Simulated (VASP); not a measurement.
Write the native input for VASP 6.6.1 that does the following.

| Quantity | Value |
| --- | --- |
| Task | single point |
| Functional | PBEsol |
| Potentials or basis | VASP PAW PBE potentials, release 64 (Ag) |
| Cutoff | 520 eV |
| k mesh | 20 × 20 × 20 |
| Occupations | gaussian, width 0.15 eV |
| Spin | no spin polarisation |
| Dipole correction | no |
| Further INCAR settings | ALGO = Normal; EDIFF = 1e-06; NBANDS = 12 |

The structure of Ag lies in POSCAR:

```
Ag
1.0
    0.0000000000      2.0124535000      2.0431000000
    2.0431000000      0.0000000000      2.0431000000
    2.0431000000      2.0124535000      0.0000000000
Ag
1
Direct
    0.0000000000      0.0000000000      0.0000000000
```

This cell differs from its parent crystal: strain -0.0150 x Voigt [0, 1, 0, 0, 0, 0].

One way to write it, as run:

INCAR

```
PREC     = Accurate       # precision mode
ENCUT    = 520            # plane-wave cutoff, eV
EDIFF    = 1E-6           # SCF threshold, eV
ISMEAR   = 0              # smearing method
SIGMA    = 0.15           # smearing width, eV
LREAL    = False          # projectors in reciprocal space
LASPH    = True           # aspherical terms in the spheres
NELM     = 100            # most SCF steps
ALGO     = Normal         # electronic algorithm
ISIF     = 2              # what is computed and relaxed
LWAVE    = False          # write WAVECAR
LCHARG   = True           # write CHGCAR
GGA      = PS             # functional
LELF     = True           # ELF
LVHAR    = True         
NBANDS   = 12             # bands
```

KPOINTS

```
Automatic mesh
0
Gamma
  20 20 20
```

Potentials or basis: VASP PAW PBE potentials, release 64 (Ag).

The run is started by

```sh
$ cat potpaw_PBE.64/Ag/POTCAR > POTCAR
$ mpirun -np 1 vasp_std > vasp.out
```

Results of the run:

| Item | Value |
| --- | --- |
| Pressure | -1.2 GPa |
| Band gap on the k mesh | zero (an odd number of electrons rules out a gap without spin polarisation) |

Caveat: the cell differs from its parent crystal (strain -0.0150 x Voigt [0, 1, 0, 0, 0, 0]); the PAW data sets were made with another functional, which shifts forces and pressure a little.

It took 46 s on 1 thread of Intel(R) Xeon(R) 6975P-C (Granite Rapids) (shared host), peak memory 0.24 GiB.
